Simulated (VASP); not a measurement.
# LiRe3 (Fm-3m) in VASP: a series of runs

The runs below take LiRe3 through single point, with PBE, LDA.

Program: VASP 6.6.1. These are calculated values, not measurements. Logs are shortened: lines on timing, memory, paths and dates and some standing lists are left out, and cuts for length are marked.

### Step 1. The cell of the first run

It takes space group Fm-3m (No. 225, cubic). Conventional cell: a = 6.106 Å, b = 6.106 Å, c = 6.106 Å, α = 90.00°, β = 90.00°, γ = 90.00°. Li (site symmetry m-3m) has 14 Re at 2.64 to 3.05 Å within 3.5 Å. Within 3.5 Å of Re (site symmetry -43m) lie 4 Li at 2.64 Å and 10 Re at 2.64 to 3.05 Å. Within 3.5 Å of Re (site symmetry m-3m) lie 8 Re at 2.64 Å and 6 Li at 3.05 Å.

### Step 2. Single point, PBE

INCAR reads:

```
SYSTEM = LiRe3
PREC = Accurate
ENCUT = 520
EDIFF = 1E-6
ISMEAR = 1
SIGMA = 0.1
LREAL = .False.
LASPH = .True.
NELM = 80
ALGO = Normal
ISIF = 2
LWAVE = .False.
LCHARG = .False.
GGA = PE
NBANDS = 20
```

KPOINTS reads:

```
regular mesh
0
Gamma
  7 7 7
  0 0 0
```

POSCAR reads:

```
LiRe3
1.0
    4.3174260000      0.0000000000      0.0000000000
    2.1587130000      3.7390005950      0.0000000000
    2.1587130000      1.2463335317      3.5251635674
Li Re
1 3
Direct
    0.0000000000      0.0000000000      0.0000000000
    0.7500000000      0.7500000000      0.7500000000
    0.2500000000      0.2500000000      0.2500000000
    0.5000000000      0.5000000000      0.5000000000
```

Potentials or basis: VASP PAW PBE potentials, release 64 (Li_sv, Re).

Run with:

```
cat potpaw_PBE.64/Li_sv/POTCAR potpaw_PBE.64/Re/POTCAR > POTCAR
mpirun -np 1 vasp_std > vasp.out
```

OUTCAR:

```text
SYSTEM = LiRe3
   PREC = Accurate
   ENCUT = 520
   EDIFF = 1E-6
   ISMEAR = 1
   LREAL = .False.
   LASPH = .True.
   NELM = 80
   ISIF = 2
   GGA = PE

 ion  position               nearest neighbor table
   1  0.000  0.000  0.000-   2 2.64   3 2.64   2 2.64   3 2.64   2 2.64   3 2.64   3 2.64   2 2.64

   2  0.750  0.750  0.750-   4 2.64   1 2.64   4 2.64   1 2.64   1 2.64   4 2.64   1 2.64   4 2.64
                             3 3.05   3 3.05   3 3.05   3 3.05   3 3.05   3 3.05
   3  0.250  0.250  0.250-   1 2.64   4 2.64   1 2.64   4 2.64   1 2.64   4 2.64   4 2.64   1 2.64
                             2 3.05   2 3.05   2 3.05   2 3.05   2 3.05   2 3.05
   4  0.500  0.500  0.500-   3 2.64   2 2.64   3 2.64   2 2.64   2 2.64   3 2.64   2 2.64   3 2.64

  LATTYP: Found a face centered cubic cell.
 ALAT       =     6.1057624038

  Lattice vectors:

 A1 = (   4.3174260000,   0.0000000000,   0.0000000000)
 A2 = (   2.1587130000,   3.7390005950,   0.0000000000)
 A3 = (   2.1587130000,   1.2463335317,   3.5251635674)

Analysis of symmetry for initial positions (statically):
=====================================================================
 Subroutine PRICEL returns:
 Original cell was already a primitive cell.

 Routine SETGRP: Setting up the symmetry group for a
 face centered cubic supercell.

 Subroutine GETGRP returns: Found 48 space group operations
 (whereof 48 operations were pure point group operations)
 out of a pool of 48 trial point group operations.

The static configuration has the point symmetry O_h .

Analysis of symmetry for dynamics (positions and initial velocities):
=====================================================================
 Subroutine PRICEL returns:
 Original cell was already a primitive cell.

 Routine SETGRP: Setting up the symmetry group for a
 face centered cubic supercell.

 Subroutine GETGRP returns: Found 48 space group operations
 (whereof 48 operations were pure point group operations)
 out of a pool of 48 trial point group operations.

The dynamic configuration has the point symmetry O_h .

 Subroutine INISYM returns: Found 48 space group operations
 (whereof 48 operations are pure point group operations),
 and found     1 'primitive' translations

----------------------------------------------------------------------------------------

                                     Primitive cell
[... 88 lines left out ...]
   ENCUT  =  520.0 eV  38.22 Ry    6.18 a.u.   8.03  8.03  8.03*2*pi/ulx,y,z
   NELM   =     80;   NELMIN=  2; NELMDL= -5     # of ELM steps
   EDIFF  = 0.1E-05   stopping-criterion for ELM
   LREAL  =      F    real-space projection
   EDIFFG = 0.1E-04   stopping-criterion for IOM
   NSW    =      0    number of steps for IOM
   IBRION =     -1    ionic relax: 0-MD 1-quasi-New 2-CG
   NFREE  =      0    steps in history (QN), initial steepest desc. (CG)
   ISIF   =      2    stress and relaxation
   ISYM   =      2    0-nonsym 1-usesym 2-fastsym
   POTIM  = 0.5000    time-step for ionic-motion
   TEBEG  =    0.0;   TEEND  =   0.0 temperature during run
   PSTRESS=    0.0 pullay stress
   NELECT =      24.0000    total number of electrons
   NUPDOWN=      -1.0000    fix difference up-down
   EMIN   =  10.00;   EMAX   =-10.00  energy-range for DOS
   EFERMI =   0.00;   METHOD = LEGACY
   ISMEAR =     1;   SIGMA  =   0.10  broadening in eV -4-tet -1-fermi 0-gaus
   EFERMI_NEDOS =   21; number of points for ismear=-14 and -15
   IALGO  =     38    algorithm
   IMIX   =      4    mixing-type and parameters
     AMIX     =   0.40;   BMIX     =  1.00
     AMIX_MAG =   1.60;   BMIX_MAG =  1.00
  volume/ion in A,a.u.               =      14.23        96.01
  Fermi-wavevector in a.u.,A,eV,Ry     =   1.227699  2.320015 20.507321  1.507246
  Thomas-Fermi vector in A             =   2.362653
   LORBIT       =      0    0 simple, 1 ext, 2 COOP (PROOUT), +10 PAW based schemes
   GGA     = PE    functional components
   LHFCALC =     F    Hartree Fock is set to
   AEXX    =    0.0000 exact exchange contribution
   IVDW    =     0    specifies the selected vdW correction
   LEPSILON=     F    determine dielectric tensor
   LRPA    =     F    only Hartree local field effects (RPA)
 non-spin polarized calculation
 Methfessel and Paxton  Order N= 1 SIGMA  =   0.10
  energy-cutoff  :      520.00
  volume of cell :       56.91
 maximum number of plane-waves:      1548
   NGX = 17   NGY = 17   NGZ = 17

 number of electron      23.9999990 magnetization

 Free energy of the ion-electron system (eV)
  ---------------------------------------------------
  ext. energy  EPLUGINS =         0.00000000
  ---------------------------------------------------
  free energy    TOTEN  =       -38.35079510 eV

  energy without entropy =      -38.34935490  energy(sigma->0) =      -38.35031503

 E-fermi :   6.5797     XC(G=0): -12.6304

 val. band max:        6.5714895843   @ k =  -0.2857   0.1429   0.0000
 cond. band min:       6.5798304342   @ k =   0.4286   0.1429  -0.0000
 fundamental gap:      0.0083408498
 Fermi energy:         6.5797178408

 k-point     1 :       0.0000    0.0000    0.0000
  band No.  band energies     occupation
      1     -38.2704      2.00000
      2      -2.2194      2.00000
      3       1.5200      2.00000
      4       1.5200      2.00000
      5       2.9875      2.00000
      6       2.9875      2.00000
[... 449 lines left out ...]
     19      10.4392      0.00000
     20      10.5092      0.00000

------------------------ aborting loop because EDIFF is reached ----------------------------------------

  FORCE on cell =-STRESS in cart. coord.  units (eV):
  Direction    XX          YY          ZZ          XY          YZ          ZX
  --------------------------------------------------------------------------------------
  -------------------------------------------------------------------------------------
  Total       -1.1530305     -1.1530305     -1.1530305     -0.0000000     -0.0000000     -0.0000000
  in kB      -32.4632244    -32.4632244    -32.4632244     -0.0000000     -0.0000000     -0.0000000
  external PRESSURE =     -32.4632244 kB  Pullay stress =       0.0000000 kB

 VOLUME and BASIS-vectors are now :
 -----------------------------------------------------------------------------
  energy-cutoff  :      520.00
  volume of cell :       56.91
      direct lattice vectors                 reciprocal lattice vectors
     4.317426000  0.000000000  0.000000000     0.231619488 -0.133725574 -0.094558260
     2.158713000  3.739000595  0.000000000     0.000000000  0.267451148 -0.094558260
     2.158713000  1.246333532  3.525163567     0.000000000  0.000000000  0.283674780

 POSITION                                       TOTAL-FORCE (eV/Angst)
 -----------------------------------------------------------------------------------
      0.00000      0.00000      0.00000        -0.000000     -0.000000     -0.000000
      6.47614      3.73900      2.64387         0.000000      0.000000      0.000000
      2.15871      1.24633      0.88129        -0.000000     -0.000000     -0.000000
      4.31743      2.49267      1.76258        -0.000000     -0.000000     -0.000000
 -----------------------------------------------------------------------------------
    total drift:                                0.000000      0.000000     -0.000000

  FREE ENERGIE OF THE ION-ELECTRON SYSTEM (eV)
  ---------------------------------------------------
  free  energy   TOTEN  =       -38.3507950975 eV

  energy  without entropy=      -38.3493548973  energy(sigma->0) =      -38.35031503
```

OSZICAR:

```text
N       E                     dE             d eps       ncg     rms          rms(c)
DAV:   1     0.845265190243E+02    0.84527E+02   -0.10520E+04  1536   0.149E+03
DAV:   2    -0.296970235749E+02   -0.11422E+03   -0.10488E+03  1516   0.438E+02
DAV:   3    -0.402201270345E+02   -0.10523E+02   -0.91471E+01  1444   0.210E+02
DAV:   4    -0.411956444465E+02   -0.97552E+00   -0.94604E+00  1544   0.357E+01
DAV:   5    -0.412642841323E+02   -0.68640E-01   -0.68228E-01  1452   0.612E+00    0.477E+01
DAV:   6    -0.388864470428E+02    0.23778E+01   -0.38686E+00  1504   0.409E+01    0.155E+01
DAV:   7    -0.385278538172E+02    0.35859E+00   -0.20245E+00  1576   0.308E+01    0.542E+00
DAV:   8    -0.383735443078E+02    0.15431E+00   -0.35730E-01  1576   0.154E+01    0.800E-01
DAV:   9    -0.383513170644E+02    0.22227E-01   -0.41912E-02  1276   0.141E+00    0.284E-01
DAV:  10    -0.383507149161E+02    0.60215E-03   -0.34690E-03  1572   0.869E-01    0.120E-01
DAV:  11    -0.383507682941E+02   -0.53378E-04   -0.14941E-04  1272   0.101E-01    0.763E-02
DAV:  12    -0.383507948425E+02   -0.26548E-04   -0.53126E-05  1552   0.127E-01    0.123E-02
DAV:  13    -0.383507950975E+02   -0.25498E-06   -0.91469E-07   840   0.114E-02
   1 F= -.38350795E+02 E0= -.38350315E+02  d E =-.144020E-02
```

stdout:

```text
POSCAR found type information on POSCAR LiRe
 POSCAR found :  2 types and       4 ions
 scaLAPACK will be used
 LDA part: xc-table for (Slater+PW92), standard interpolation
 POSCAR, INCAR and KPOINTS ok, starting setup
 FFT: planning ... GRIDC
 FFT: planning ... GRID_SOFT
 FFT: planning ... GRID
 WAVECAR not read
 entering main loop
```

Run time: 13 s. Hardware: 1 thread of Intel Xeon 6975P-C (Granite Rapids), shared host; peak memory 0.18 GiB.

What came out:

```
Free energy            : -38.3508 eV
Band gap on the k mesh : zero (band 12 reaches 8.35 eV, above the bottom of band 13 at 5.87 eV)
```

Caveat: the cutoff is under 1.25 times the usual one of these potentials, so pressure, stress and relaxed cells hold a basis-set (Pulay) error; spin-orbit coupling is left out, which moves the levels of the heavy elements.

### Step 3. Single point, LDA

INCAR reads:

```
SYSTEM = LiRe3
PREC = Accurate
ENCUT = 520
EDIFF = 1E-6
ISMEAR = 1
SIGMA = 0.1
LREAL = .FALSE.
LASPH = .TRUE.
NELM = 80
ALGO = Normal
ISIF = 2
LWAVE = .FALSE.
LCHARG = .FALSE.
GGA = CA
NBANDS = 20
```

KPOINTS reads:

```
regular mesh
0
G
  7 7 7
  0 0 0
```

POSCAR is that of step 2.

Potentials or basis: VASP PAW LDA potentials, release 64 (Li_sv, Re).

Run with:

```
cat potpaw_LDA.64/Li_sv/POTCAR potpaw_LDA.64/Re/POTCAR > POTCAR
mpirun -np 1 vasp_std > vasp.out
```

Wall time 11 s (1 thread of Intel Xeon 6975P-C (Granite Rapids), shared host); peak memory 0.16 GiB.

It converged, with:

- Free energy: -42.3249 eV
- Band gap on the k mesh: zero (band 12 reaches 8.30 eV, above the bottom of band 13 at 5.82 eV)

Levels at points of the mesh, in eV from the Fermi level:
| k point | band 8 | band 9 | band 10 | band 11 | band 12 | band 13 | band 14 | band 15 | band 16 | band 17 |
| --- | --- | --- | --- | --- | --- | --- | --- | --- | --- | --- |
| (0.00, 0.00, 0.00) | -2.80 | -2.80 | -2.80 | 1.77 | 1.77 | 1.77 | 1.82 | 1.82 | 2.72 | 2.72 |

Caveat: the cutoff is under 1.25 times the usual one of these potentials, so pressure, stress and relaxed cells hold a basis-set (Pulay) error; spin-orbit coupling is left out, which moves the levels of the heavy elements.
